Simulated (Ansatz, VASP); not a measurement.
**SiSbTe2 in VASP and in Ansatz**

Contents of INCAR:

```
SYSTEM = SiSbTe2
PREC = Accurate ; ENCUT = 600
EDIFF = 1E-6 ; ISMEAR = 0
SIGMA = 0.1 ; LREAL = .FALSE.
LASPH = .TRUE. ; NELM = 60
ALGO = Normal ; ISIF = 3
LWAVE = .FALSE. ; LCHARG = .FALSE.
GGA = PE ; IBRION = 2
NSW = 100 ; EDIFFG = -0.01
```

File KPOINTS:

```
Automatic mesh
0
G
  12 12 6
  0 0 0
```

The input POSCAR:

```
SiSbTe2
1.0
    3.9571114623      0.0000000000      0.0000000000
   -1.9785557311      3.4269590520      0.0000000000
    0.0000000000      0.0000000000      8.0365957552
Si Sb Te
1 1 2
Direct
    0.0000000000      0.0000000000      0.5000000000
    0.0000000000      0.0000000000      0.0000000000
    0.3333333333      0.6666666667      0.7156366103
    0.6666666667      0.3333333333      0.2843633897
```

Input for Ansatz:

```yaml
crystal:
  lattice:
    - [3.9571114623, 0.0, 0.0]
    - [-1.9785557311, 3.426959052, 0.0]
    - [0.0, 0.0, 8.0365957552]
  atoms:
    - { symbol: Si, position: [0.0, 0.0, 0.5] }
    - { symbol: Sb, position: [0.0, 0.0, 0.0] }
    - { symbol: Te, position: [0.3333333333, 0.6666666667, 0.7156366103] }
    - { symbol: Te, position: [0.6666666667, 0.3333333333, 0.2843633897] }
basis:
  ecutwfc: 420
kpoints:
  mp_grid: { grid: [12, 12, 6] }
hamiltonian:
  xc: pbe
scf:
  occupations: { method: gaussian, width: 0.1 }
output:
  forces: true
  stress: true
  eigenvalues: true
  write_density: true
  write_potential: true
  elf: true
  volumetric_format: npy
relax:
  adjacent_minimum: "off"
  f_tol: 0.01
  max_steps: 80
  cell: { stress_tol: 0.05 }
```

Alike in both runs: task relaxation of cell and atoms; functional PBE; k mesh 12 × 12 × 6; occupations gaussian, width 0.1 eV; no spin polarisation.

|  | VASP | Ansatz |
| --- | --- | --- |
| version | VASP 6.6.1 | Ansatz 0.2.0 |
| potentials or method | VASP PAW PBE potentials, release 64 (Si, Sb, Te), cutoff 600 eV | scalar-relativistic, plane waves, PAW |
| valence electrons in the cell | 21 | 51 |

```tsv
	VASP	Ansatz	Ansatz less VASP
gap on the k mesh at the Fermi level, each at its own relaxed structure (eV)	none	none	-
relaxed volume (Å³/atom)	27.26	27.21	-0.055
relaxed cell length with the largest relative difference (Å)	8.075	8.104	+0.0291
```

A gap of «none» marks a metal or a gap that the smearing closes. VASP's potentials hold 21 valence electrons a cell and Ansatz's 51, so a difference there can come from the potentials and not from the codes.

Spin-orbit coupling is off throughout.
